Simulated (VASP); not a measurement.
Input of a VASP 6.6.1 run:

Contents of POSCAR:

```
Si16Au
1.0
    0.0000000000      5.4437023800     -5.4437023800
    5.4437023800      5.4437023800      0.0000000000
    5.4437023800      0.0000000000     -5.4437023800
Si Au
16 1
Direct
    0.1498369938      0.1219493561      0.1189929123
    0.1474690282      0.6119848712      0.1193506652
    0.5672032166      0.1479216614      0.1395648489
    0.6507920993      0.6299347871      0.0916985289
    0.1092169370      0.1154176801      0.6616848697
    0.1442172891      0.6218604111      0.6131764316
    0.6313843521      0.1270197104      0.6210996237
    0.6306056541      0.6225736206      0.6209392549
    0.2820916525      0.7387387699      0.2413418127
    0.1989717520      0.2548813111      0.2933066300
    0.7201812712      0.7585520316      0.2539318654
    0.7191794714      0.2700985281      0.2544237181
    0.2599580949      0.7422737721      0.7482994506
    0.2608606975      0.2505605385      0.7481046383
    0.7709513135      0.7543499283      0.7214374016
    0.7311433877      0.2523448021      0.7662296189
   -0.0608640915     -0.0315819984      0.1281131758
```

INCAR.step1

```
ALGO = Normal
EDIFF = 1E-4
ENCUT = 520
GGA = PE
ISMEAR = 0
LASPH = T
LCHARG = F
LREAL = Auto
LWAVE = T
NBANDS = 52
NELECT = 74.0
NELM = 100
PREC = Accurate
SIGMA = 0.02
```

INCAR.step2

```
ALGO = Normal
EDIFF = 1E-6
ENCUT = 520
ISIF = 2
ISMEAR = 0
ISTART = 1
LASPH = T
LCHARG = F
LMIXTAU = T
LREAL = Auto
LWAVE = F
METAGGA = R2SCAN
NBANDS = 52
NELECT = 74.0
NELM = 100
PREC = Accurate
SIGMA = 0.02
```

File KPOINTS:

```
k-points
0
Gamma
  2 2 2
```

Potentials or basis: VASP PAW PBE potentials, release 64 (Si, Au).

Launch:

```bash
$ cat potpaw_PBE.64/Si/POTCAR potpaw_PBE.64/Au/POTCAR > POTCAR
$ cp INCAR.step1 INCAR
$ mpirun -np 1 vasp_std > vasp.out
$ cp INCAR.step2 INCAR
$ mpirun -np 1 vasp_std > vasp.out
```

Q: What does it give for the largest force?

A: 0.235 eV/Å.

Forces in eV/Å, atoms in the order of the input:
```
Si   0.021  0.040 -0.021
Si  -0.045 -0.021 -0.023
Si  -0.031  0.029 -0.008
Si  -0.037  0.032  0.057
Si   0.026 -0.024  0.005
Si  -0.002  0.005  0.036
Si   0.010  0.000  0.043
Si   0.004 -0.006  0.036
Si  -0.005  0.015 -0.019
Si  -0.021  0.020 -0.063
Si  -0.039 -0.035  0.025
Si   0.033  0.037  0.023
Si   0.005 -0.025  0.020
Si   0.029 -0.006  0.022
Si  -0.012  0.023  0.052
Si  -0.009  0.007  0.019
Au   0.075 -0.091 -0.204
```

Caveat: the k points lie up to 0.50 Å⁻¹ apart; the cell carries a net charge on a neutralising background, which shifts energy and pressure; the PAW data sets were made with another functional, which shifts forces and pressure a little.
